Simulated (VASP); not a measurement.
Input of a VASP 6.6.1 run:

INCAR

```
SYSTEM = NbH2
ALGO = Normal ; EDIFF = 1E-6
ENCUT = 520 ; GGA = PS
ISIF = 2 ; ISMEAR = 0
LASPH = .TRUE. ; LCHARG = .TRUE.
LELF = .TRUE. ; LREAL = .FALSE.
LVHAR = .TRUE. ; LWAVE = .FALSE.
NBANDS = 24 ; NELM = 80
PREC = Accurate ; SIGMA = 0.1
```

KPOINTS

```
k-points
0
G
  12 12 8
  0 0 0
```

File POSCAR:

```
NbH2
1.0
    2.2928604447      2.2928604447      0.0000000000
   -2.2928604447      2.2928604447      0.0000000000
    0.0000000000      0.0000000000      4.5857208894
Nb H
2 4
Direct
    0.0000000000      0.0000000000      0.0000000000
    0.5000000000      0.5000000000      0.5000000000
    0.0000000000      0.5000000000      0.7500000000
    0.5000000000      0.0000000000      0.7500000000
    0.5000000000      0.0000000000      0.2500000000
    0.0000000000      0.5000000000      0.2500000000
```

Potentials or basis: VASP PAW PBE potentials, release 64 (Nb_sv, H).

Run with:

```console
$ cat potpaw_PBE.64/Nb_sv/POTCAR potpaw_PBE.64/H/POTCAR > POTCAR
$ mpirun -np 1 vasp_std > vasp.out
```

(1) Predict the band gap on the k mesh.

(2) Estimate the pressure.

## Answers

(1) zero (bands 15 and 16 overlap by 3.94 eV).

(2) -8.2 GPa.

Caveat: the cell differs from its parent crystal (equal strain along all axes, cell held: +1.5 %); the cell stands under tension; the PAW data sets were made with another functional, which shifts forces and pressure a little.
